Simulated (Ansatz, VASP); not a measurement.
## One calculation of ZnO, two programs

```
Zn O
1.0
     3.18737    0.00000    0.00000
    -1.59369    2.76034    0.00000
     0.00000    0.00000    5.15279
Zn O
2 2
Cartesian
  0.0000 1.8402 0.0118
  1.5937 0.9201 2.5882
  0.0000 1.8402 1.9618
  1.5937 0.9201 4.5381
```

Alike in both runs: functional LDA; k mesh 9 × 9 × 6; occupations gaussian, width 0.02 eV; no spin polarisation.

Ansatz relaxed the structure, and its values are those at the end. VASP's run is a single point on that final structure, the one shown.

```csv
,VASP,Ansatz
version,VASP 6.6.1,Ansatz 0.2.0
potentials or method,"VASP PAW LDA potentials, release 64 (Zn, O), cutoff 520 eV","scalar-relativistic, plane waves, PAW"
valence electrons in the cell,36,36
```

Ansatz gave:

* gap on the k mesh at the Fermi level (eV): 0.79
* least direct gap on the mesh (eV): 0.79
* pressure (GPa): 0.0

Question: What did VASP give for the same quantities?

Answer: gap on the k mesh at the Fermi level (eV): 0.81; least direct gap on the mesh (eV): 0.81; pressure (GPa): 1.1.

Ansatz warns that its potentials were made for another functional, while VASP's fit it. LDA's correlation is that of Perdew and Zunger in VASP and of Perdew and Wang (1992) in Ansatz.
